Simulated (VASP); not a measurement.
BP:

```xyz
2
Lattice="0.0000 2.2690 2.2690 2.2690 0.0000 2.2690 2.2690 2.2690 0.0000" Properties=species:S:1:pos:R:3 pbc="T T T"
P     3.4035    3.4035    3.4035
B     0.0000    0.0000    0.0000
```

| Property | Result |
| --- | --- |
| Program | VASP 6.6.1 |
| Task | relaxation of cell and atoms |
| Functional | HF |
| Potentials or basis | VASP PAW PBE potentials, release 64 (P, B) |
| Cutoff | 600 eV |
| k mesh | 5 × 5 × 5 |
| Occupations | fermi-dirac, width 0.05 eV |
| Spin | no spin polarisation |

At the start: pressure 3.8 GPa; volume 11.68 Å³/atom.

Q: How do energy, volume and symmetry change on relaxing?

A: Over 3 steps the energy falls by 3.0 meV/atom and the volume is 11.93 Å³/atom (+2.1 %); space group F-43m (No. 216, to 0.05 Å).

Step by step:
```csv
step,energy change (eV),largest force (eV/Å),pressure (GPa),volume (Å³)
1,0.0000,0.0000,3.84,23.36
2,-0.0011,0.0000,-3.27,24.32
3,-0.0059,0.0000,-0.02,23.86
```

Final structure:
```cif
data_structure
_symmetry_space_group_name_H-M 'P 1'
_symmetry_Int_Tables_number 1
_cell_length_a 3.2316
_cell_length_b 3.2316
_cell_length_c 3.2316
_cell_angle_alpha 60.000
_cell_angle_beta 60.000
_cell_angle_gamma 60.000
_cell_volume 23.86
loop_
_atom_site_label
_atom_site_type_symbol
_atom_site_fract_x
_atom_site_fract_y
_atom_site_fract_z
_atom_site_occupancy
P1 P 0.75000 0.75000 0.75000 1
B1 B 0.00000 0.00000 0.00000 1
```

Caveat: the k points lie up to 0.48 Å⁻¹ apart in the final cell; the PAW data sets were made with another functional, which shifts forces and pressure a little.
